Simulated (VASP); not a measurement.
# Au16Cl in VASP: further runs

The runs below take Au16Cl through single point, with PBE.

Everything below comes from runs of VASP 6.6.1. Logs are shortened: lines on timing, memory, paths and dates and some standing lists are left out, and cuts for length are marked.

## Step 1: The cell of the first run

The cell holds a slab with vacuum, 17 atoms: a = 8.160 Å, b = 5.770 Å, c = 16.327 Å, α = 90.00°, β = 90.00°, γ = 90.00°.

## Step 2: Single point, PBE

Input file INCAR:

```
  PREC = Accurate
  ENCUT = 520
  EDIFF = 1E-6
  ISMEAR = 0
  SIGMA = 0.05
  LREAL = Auto
  LASPH = True
  NELM = 80
  ALGO = Normal
  ISIF = 2
  LWAVE = False
  LCHARG = False
  GGA = PE
  NBANDS = 106
```

Input file KPOINTS:

```
Automatic mesh
0
Gamma
  2 3 1
```

Input file POSCAR:

```
Au16Cl
1.0
    8.1600000000      0.0000000000      0.0000000000
    0.0000000000      5.7699910000      0.0000000000
    0.0000000000      0.0000000000     16.3274940000
Au Cl
16 1
Direct
    0.2500000000      0.2500000433      0.0612463860
    0.7500000000      0.2500000433      0.0612463860
    0.2500000000      0.7499999567      0.0612463860
    0.7500000000      0.7499999567      0.0612463860
   -0.0007745098     -0.0010192390      0.1388720768
    0.5018121324     -0.0008889095      0.1393723372
   -0.0025045343      0.4988976586      0.1396561530
    0.5022356618      0.4989701024      0.1396240599
   -0.0560987745      0.2467572306      0.2912886693
    0.5596107843      0.2476617381      0.2913913795
   -0.0501153186      0.7429930133      0.2910134280
    0.5525882353      0.7430268089      0.2910707546
   -0.2486215686     -0.0145164871      0.4014194707
    0.2511558824     -0.0011540746      0.2612761640
   -0.2507955882      0.4826010994      0.4064041916
    0.2506357843      0.4954031991      0.2605504556
   -0.2209492647      0.5896709371      0.5435810909
```

Potentials or basis: VASP PAW PBE potentials, release 64 (Au, Cl).

Run with:

```
cat potpaw_PBE.64/Au/POTCAR potpaw_PBE.64/Cl/POTCAR > POTCAR
mpirun -np 1 vasp_std > vasp.out
```

OUTCAR:

```text
PREC = Accurate
   ENCUT = 520
   EDIFF = 1E-6
   ISMEAR = 0
   LREAL = Auto
   LASPH = True
   NELM = 80
   ISIF = 2
   GGA = PE

 ion  position               nearest neighbor table
   1  0.250  0.250  0.061-   5 2.81   8 2.82   6 2.82   7 2.82   3 2.88   3 2.88  16 3.55  14 3.57

   2  0.750  0.250  0.061-   7 2.79   8 2.79   6 2.80   5 2.80   4 2.88   4 2.88
   3  0.250  0.750  0.061-   5 2.80   6 2.81   8 2.82   7 2.83   1 2.88   1 2.88  14 3.57  16 3.57

   4  0.750  0.750  0.061-   6 2.79   5 2.79   7 2.80   8 2.80   2 2.88   2 2.88
   5  0.999  0.999  0.139-   4 2.79   2 2.80   3 2.80   1 2.81  14 2.87   7 2.88   7 2.89   9 2.91
                            11 2.92
   6  0.502  0.999  0.139-   4 2.79   2 2.80   3 2.81   1 2.82  14 2.85   8 2.88   8 2.89  10 2.91
                            12 2.91
   7  0.997  0.499  0.140-   2 2.79   4 2.80   1 2.82   3 2.83  16 2.86  11 2.87   5 2.88   5 2.89
                             9 2.90
   8  0.502  0.499  0.140-   2 2.79   4 2.80   1 2.82   3 2.82  16 2.85  12 2.88   6 2.88   6 2.89
                            10 2.91
   9  0.944  0.247  0.291-  15 2.81  13 2.82  11 2.86   7 2.90   5 2.91  11 2.91  14 2.93  16 2.93
                            10 3.14
  10  0.560  0.248  0.291-  15 2.79  13 2.82  12 2.86   6 2.91   8 2.91  12 2.91  14 2.94  16 2.94
                             9 3.14
  11  0.950  0.743  0.291-  13 2.80   9 2.86   7 2.87  16 2.88   9 2.91  14 2.91  15 2.91   5 2.92
                            12 3.24
  12  0.553  0.743  0.291-  13 2.80  10 2.86   8 2.88  16 2.89  15 2.89  14 2.91  10 2.91   6 2.91
                            11 3.24
  13  0.751  0.985  0.401-  11 2.80  12 2.80  10 2.82   9 2.82  15 2.87  15 2.90
  14  0.251  0.999  0.261-   6 2.85  16 2.87   5 2.87  16 2.90  11 2.91  12 2.91   9 2.93  10 2.94
                             3 3.57   1 3.57
  15  0.749  0.483  0.406-  17 2.34  10 2.79   9 2.81  13 2.87  12 2.89  13 2.90  11 2.91
  16  0.251  0.495  0.261-   8 2.85   7 2.86  14 2.87  11 2.88  12 2.89  14 2.90   9 2.93  10 2.94
                             1 3.55   3 3.57
  17  0.779  0.590  0.544-  15 2.34

  LATTYP: Found a simple orthorhombic cell.
 ALAT       =     5.7699910000
 B/A-ratio  =     1.4142136444
 C/A-ratio  =     2.8297260776

  Lattice vectors:

 A1 = (   0.0000000000,  -5.7699910000,   0.0000000000)
 A2 = (   8.1600000000,   0.0000000000,   0.0000000000)
 A3 = (   0.0000000000,   0.0000000000,  16.3274940000)

Analysis of symmetry for initial positions (statically):
=====================================================================
 Subroutine PRICEL returns:
 Original cell was already a primitive cell.

 Routine SETGRP: Setting up the symmetry group for a
 simple orthorhombic supercell.

 Subroutine GETGRP returns: Found  1 space group operations
 (whereof  1 operations were pure point group operations)
 out of a pool of  8 trial point group operations.

The static configuration has the point symmetry C_1 .

Analysis of symmetry for dynamics (positions and initial velocities):
=====================================================================
 Subroutine PRICEL returns:
 Original cell was already a primitive cell.

 Routine SETGRP: Setting up the symmetry group for a
 simple orthorhombic supercell.

 Subroutine GETGRP returns: Found  1 space group operations
 (whereof  1 operations were pure point group operations)
 out of a pool of  8 trial point group operations.

The dynamic configuration has the point symmetry C_1 .

 Subroutine INISYM returns: Found  1 space group operations
 (whereof  1 operations are pure point group operations),
 and found     1 'primitive' translations

----------------------------------------------------------------------------------------

                                     Primitive cell

  volume of cell :     768.7495

  direct lattice vectors                    reciprocal lattice vectors
     8.160000000  0.000000000  0.000000000     0.122549020  0.000000000  0.000000000
     0.000000000  5.769991000  0.000000000     0.000000000  0.173310496  0.000000000
     0.000000000  0.000000000 16.327494000     0.000000000  0.000000000  0.061246386

  length of vectors
     8.160000000  5.769991000 16.327494000     0.122549020  0.173310496  0.061246386

  position of ions in fractional coordinates (direct lattice)
     0.250000000  0.250000043  0.061246386
     0.750000000  0.250000043  0.061246386
     0.250000000  0.749999957  0.061246386
     0.750000000  0.749999957  0.061246386
     0.999225490  0.998980761  0.138872077
     0.501812132  0.999111091  0.139372337
[... 9 lines left out ...]
     0.250635784  0.495403199  0.260550456
     0.779050735  0.589670937  0.543581091

  ion indices of the primitive-cell ions
   primitive index   ion index
                 1           1
                 2           2
                 3           3
                 4           4
                 5           5
                 6           6
[... 9 lines left out ...]
                16          16
                17          17

----------------------------------------------------------------------------------------

 KPOINTS: Automatic mesh

Automatic generation of k-mesh.
 Grid dimensions read from file:
 generate k-points for:    2    3    1

 Generating k-lattice:

  Cartesian coordinates                     Fractional coordinates (reciprocal lattice)
     0.061274510  0.000000000  0.000000000     0.500000000  0.000000000  0.000000000
     0.000000000  0.057770165  0.000000000     0.000000000  0.333333333  0.000000000
     0.000000000  0.000000000  0.061246386     0.000000000  0.000000000  1.000000000

  Length of vectors
     0.061274510  0.057770165  0.061246386

  Shift w.r.t. Gamma in fractional coordinates (k-lattice)
     0.000000000  0.000000000  0.000000000

 Subroutine IBZKPT returns following result:
 ===========================================

 Found      4 irreducible k-points:

 Following reciprocal coordinates:
            Coordinates               Weight
  0.000000  0.000000  0.000000      1.000000
  0.500000  0.000000  0.000000      1.000000
  0.000000  0.333333  0.000000      2.000000
  0.500000  0.333333  0.000000      2.000000
   k-points           NKPTS =      4   k-points in BZ     NKDIM =      4   number of bands    NBANDS=    106
   number of dos      NEDOS =    301   number of ions     NIONS =     17
   total plane-waves  NPLWV = 387072
   dimension x,y,z NGX =    64 NGY =   48 NGZ =  126
   dimension x,y,z NGXF=   128 NGYF=   96 NGZF=  252
   ions per type =              16   1
   NGX,Y,Z   is equivalent  to a cutoff of  13.04, 13.83, 12.83 a.u.
   NGXF,Y,Z  is equivalent  to a cutoff of  26.08, 27.66, 25.66 a.u.
 SYSTEM =  unknown system
   PREC   = accura    normal or accurate (medium, high low for compatibility)
   ISTART =      0    job   : 0-new  1-cont  2-samecut
   ICHARG =      2    charge: 1-file 2-atom 10-const
   ISPIN  =      1    spin polarized calculation?
   LNONCOLLINEAR =      F non collinear calculations
   LSORBIT =      F    spin-orbit coupling
   LASPH  =      T    aspherical Exc in radial PAW
   ENCUT  =  520.0 eV  38.22 Ry    6.18 a.u.  15.17 10.73 30.36*2*pi/ulx,y,z
   NELM   =     80;   NELMIN=  2; NELMDL= -5     # of ELM steps
   EDIFF  = 0.1E-05   stopping-criterion for ELM
   LREAL  =      T    real-space projection
   EDIFFG = 0.1E-04   stopping-criterion for IOM
   NSW    =      0    number of steps for IOM
   IBRION =     -1    ionic relax: 0-MD 1-quasi-New 2-CG
   NFREE  =      0    steps in history (QN), initial steepest desc. (CG)
   ISIF   =      2    stress and relaxation
   ISYM   =      2    0-nonsym 1-usesym 2-fastsym
   POTIM  = 0.5000    time-step for ionic-motion
   TEBEG  =    0.0;   TEEND  =   0.0 temperature during run
   PSTRESS=    0.0 pullay stress
   NELECT =     183.0000    total number of electrons
   NUPDOWN=      -1.0000    fix difference up-down
   EMIN   =  10.00;   EMAX   =-10.00  energy-range for DOS
   EFERMI =   0.00;   METHOD = LEGACY
   ISMEAR =     0;   SIGMA  =   0.05  broadening in eV -4-tet -1-fermi 0-gaus
   EFERMI_NEDOS =   21; number of points for ismear=-14 and -15
   IALGO  =     38    algorithm
   IMIX   =      4    mixing-type and parameters
     AMIX     =   0.40;   BMIX     =  1.00
     AMIX_MAG =   1.60;   BMIX_MAG =  1.00
  volume/ion in A,a.u.               =      45.22       305.16
  Fermi-wavevector in a.u.,A,eV,Ry     =   1.014605  1.917325 14.006149  1.029423
  Thomas-Fermi vector in A             =   2.147842
   LORBIT       =      0    0 simple, 1 ext, 2 COOP (PROOUT), +10 PAW based schemes
   GGA     = PE    functional components
   LHFCALC =     F    Hartree Fock is set to
   AEXX    =    0.0000 exact exchange contribution
   IVDW    =     0    specifies the selected vdW correction
   LEPSILON=     F    determine dielectric tensor
   LRPA    =     F    only Hartree local field effects (RPA)
 non-spin polarized calculation
 Gauss-broadening in eV      SIGMA  =   0.05
  energy-cutoff  :      520.00
  volume of cell :      768.75
 maximum number of plane-waves:     20751
 NGX is ok and might be reduce to    64
   NGX = 31   NGY = 21   NGZ = 61

 number of electron     183.0000009 magnetization

 Free energy of the ion-electron system (eV)
  ---------------------------------------------------
  ext. energy  EPLUGINS =         0.00000000
  ---------------------------------------------------
  free energy    TOTEN  =       -49.47957206 eV

  energy without entropy =      -49.47938195  energy(sigma->0) =      -49.47947700

 E-fermi :  -0.1613     XC(G=0):  -6.0806

 val. band max:       -0.2684443104   @ k =   0.0000   0.3333   0.0000
 cond. band min:      -0.0540896162   @ k =   0.0000   0.3333   0.0000
 fundamental gap:      0.2143546942
 Fermi energy:        -0.1612699321

 k-point     1 :       0.0000    0.0000    0.0000
  band No.  band energies     occupation
      1     -14.3502      2.00000
      2      -8.0078      2.00000
      3      -6.8419      2.00000
      4      -6.6724      2.00000
      5      -6.1679      2.00000
      6      -6.1015      2.00000
[... 95 lines left out ...]
    102       2.6620      0.00000
    103       3.7168      0.00000

 k-point     2 :       0.5000    0.0000    0.0000
  band No.  band energies     occupation
      1     -14.3501      2.00000
      2      -7.5347      2.00000
      3      -7.3643      2.00000
      4      -6.5917      2.00000
      5      -6.3833      2.00000
      6      -6.1653      2.00000
[... 95 lines left out ...]
    102       2.6000      0.00000
    103       2.9054      0.00000

 k-point     3 :       0.0000    0.3333    0.0000
  band No.  band energies     occupation
      1     -14.3481      2.00000
      2      -7.3954      2.00000
      3      -6.2926      2.00000
      4      -6.2323      2.00000
      5      -6.0876      2.00000
      6      -5.7499      2.00000
[... 95 lines left out ...]
    102       3.6416      0.00000
    103       4.3877      0.00000

 k-point     4 :       0.5000    0.3333    0.0000
  band No.  band energies     occupation
      1     -14.3481      2.00000
      2      -6.9560      2.00000
      3      -6.7765      2.00000
      4      -6.1443      2.00000
      5      -6.1123      2.00000
      6      -5.9834      2.00000
[... 95 lines left out ...]
    102       3.4244      0.00000
    103       4.1046      0.00000
 [bands above 103 left out]

------------------------ aborting loop because EDIFF is reached ----------------------------------------

  FORCE on cell =-STRESS in cart. coord.  units (eV):
  Direction    XX          YY          ZZ          XY          YZ          ZX
  --------------------------------------------------------------------------------------
  -------------------------------------------------------------------------------------
  Total       -2.4025923    -15.9322858     -0.6627810      0.0009148      0.8494672     -0.0282587
  in kB       -5.0073257    -33.2050275     -1.3813247      0.0019066      1.7704039     -0.0588950
  external PRESSURE =     -13.1978926 kB  Pullay stress =       0.0000000 kB

 VOLUME and BASIS-vectors are now :
 -----------------------------------------------------------------------------
  energy-cutoff  :      520.00
  volume of cell :      768.75
      direct lattice vectors                 reciprocal lattice vectors
     8.160000000  0.000000000  0.000000000     0.122549020  0.000000000  0.000000000
     0.000000000  5.769991000  0.000000000     0.000000000  0.173310496  0.000000000
     0.000000000  0.000000000 16.327494000     0.000000000  0.000000000  0.061246386

 POSITION                                       TOTAL-FORCE (eV/Angst)
 -----------------------------------------------------------------------------------
      2.04000      1.44250      1.00000         0.002200     -0.006760     -0.085326
      6.12000      1.44250      1.00000        -0.003471     -0.006223      0.094922
      2.04000      4.32749      1.00000         0.005867     -0.021237     -0.069871
      6.12000      4.32749      1.00000        -0.004741     -0.021218      0.104176
      8.15368      5.76411      2.26743         0.002111     -0.002225     -0.006657
      4.09479      5.76486      2.27560        -0.000104     -0.002774     -0.003010
[... 9 lines left out ...]
      2.04519      2.85847      4.25414        -0.001378     -0.008516     -0.001106
      6.35705      3.40240      8.87532        -0.006892      0.180347     -0.061687
 -----------------------------------------------------------------------------------
    total drift:                                0.000889      0.007957      0.011012

  FREE ENERGIE OF THE ION-ELECTRON SYSTEM (eV)
  ---------------------------------------------------
  free  energy   TOTEN  =       -49.4795720558 eV

  energy  without entropy=      -49.4793819529  energy(sigma->0) =      -49.47947700
```

Run time: 11 min. Hardware: 1 thread of Intel Xeon Platinum 8259CL at 2.50GHz (Skylake/Cascade Lake), shared host; peak memory 0.83 GiB.

What came out:

```
Free energy            : -49.4796 eV
Largest force          : 0.191 eV/Å
Band gap on the k mesh : zero (an odd number of electrons rules out a gap without spin polarisation)
```

Forces in eV/Å, atoms in the order of the input:
```
Au   0.002 -0.007 -0.085
Au  -0.003 -0.006  0.095
Au   0.006 -0.021 -0.070
Au  -0.005 -0.021  0.104
Au   0.002 -0.002 -0.007
Au   0.000 -0.003 -0.003
Au  -0.001 -0.002  0.001
Au  -0.002 -0.002  0.001
Au  -0.007 -0.010  0.000
Au   0.014 -0.010  0.004
Au   0.009 -0.010  0.000
Au  -0.008 -0.007  0.001
Au   0.001 -0.034  0.003
Au   0.000 -0.001  0.000
Au  -0.001 -0.035  0.020
Au  -0.001 -0.009 -0.001
Cl  -0.007  0.180 -0.062
```

Levels at points of the mesh, in eV from the Fermi level:
| k point | band 87 | band 88 | band 89 | band 90 | band 91 | band 92 | band 93 | band 94 | band 95 | band 96 |
| --- | --- | --- | --- | --- | --- | --- | --- | --- | --- | --- |
| (0.00, 0.00, 0.00) | -1.32 | -1.22 | -1.04 | -0.71 | 0.17 | 0.54 | 0.62 | 1.27 | 1.51 | 1.86 |
| (0.50, 0.00, 0.00) | -1.29 | -1.25 | -0.72 | 0.30 | 0.64 | 0.74 | 0.86 | 1.06 | 1.12 | 1.23 |

Caveat: the k points lie up to 0.38 Å⁻¹ apart, too coarse for converged energies and pressures of a metal; there is no dipole correction, which matters where the two faces differ; spin-orbit coupling is left out, which moves the levels of the heavy elements; an odd number of electrons without spin polarisation forces a metal; a magnetic or distorted state may lie lower.

## Step 3: Single point, PBE

Input file INCAR:

```
SYSTEM = Au16Cl
PREC = Accurate
ENCUT = 520
EDIFF = 1E-6
ISMEAR = 0
SIGMA = 0.05
LREAL = Auto
LASPH = .TRUE.
NELM = 100
ALGO = Normal
ISIF = 2
LWAVE = .FALSE.
LCHARG = .TRUE.
GGA = PE
LELF = .TRUE.
LVHAR = .TRUE.
NBANDS = 106
```

Input file KPOINTS:

```
regular mesh
0
G
  2 3 1
  0 0 0
```

Input file POSCAR:

```
Au16Cl
1.0
    8.1600000000      0.0000000000      0.0000000000
    0.0000000000      5.7699910000      0.0000000000
    0.0000000000      0.0000000000     16.3274940000
Au Cl
16 1
Direct
    0.2500000000      0.2500000433      0.0612463860
    0.7500000000      0.2500000433      0.0612463860
    0.2500000000      0.7499999567      0.0612463860
    0.7500000000      0.7499999567      0.0612463860
   -0.0007585784     -0.0022519966      0.1389932834
    0.5019162990     -0.0021840589      0.1395258819
   -0.0022589461      0.4977477435      0.1399430923
    0.5022611520      0.4977447972      0.1402140463
   -0.0587210784      0.2383859871      0.2916639259
    0.5630682598      0.2383504584      0.2919453530
   -0.0500116422      0.7391865949      0.2908116824
    0.5525417892      0.7393020197      0.2911668502
   -0.2479096814     -0.0235780264      0.4063120158
    0.2511555147     -0.0033604905      0.2616225123
   -0.2504096814      0.4680749069      0.4059211414
    0.2508215686      0.4913468669      0.2611914602
   -0.2250599265      0.6746821615      0.5322329318
```

Potentials or basis: VASP PAW PBE potentials, release 64 (Au, Cl).

Run with:

```
cat potpaw_PBE.64/Au/POTCAR potpaw_PBE.64/Cl/POTCAR > POTCAR
mpirun -np 1 vasp_std > vasp.out
```

Wall time 12 min (1 thread of Intel Xeon Platinum 8259CL at 2.50GHz (Skylake/Cascade Lake), shared host); peak memory 0.83 GiB.

It converged, with:

```yaml
Free_energy: -49.6730 eV
Largest_force: 0.417 eV/Å
Band_gap_on_the_k_mesh: zero (an odd number of electrons rules out a gap without spin polarisation)
```

Forces in eV/Å, atoms in the order of the input:
```
Au   0.005 -0.005 -0.086
Au  -0.005 -0.012  0.106
Au   0.016 -0.049 -0.062
Au  -0.009 -0.045  0.120
Au   0.003 -0.005 -0.002
Au   0.001 -0.006  0.002
Au   0.001 -0.005  0.003
Au  -0.001 -0.005  0.008
Au  -0.015 -0.038  0.007
Au   0.027 -0.040  0.013
Au   0.005 -0.017 -0.004
Au  -0.004 -0.017  0.001
Au   0.005 -0.046  0.059
Au  -0.001 -0.009  0.001
Au   0.001 -0.060  0.006
Au   0.000 -0.020  0.004
Cl  -0.028  0.378 -0.174
```

Levels at points of the mesh, in eV from the Fermi level:
```
           k point  band 88  band 89  band 90  band 91  band 92  band 93  band 94  band 95
(0.00, 0.00, 0.00)    -1.17    -1.09    -0.85     0.06     0.52     0.59     1.23     1.32
(0.50, 0.00, 0.00)    -1.23    -0.87     0.28     0.60     0.72     0.84     0.99     1.04
```

Caveat: the k points lie up to 0.38 Å⁻¹ apart, too coarse for converged energies and pressures of a metal; there is no dipole correction, which matters where the two faces differ; spin-orbit coupling is left out, which moves the levels of the heavy elements; an odd number of electrons without spin polarisation forces a metal; a magnetic or distorted state may lie lower.

The gap in the log of VASP goes by the Fermi energy; the results here count the filled bands.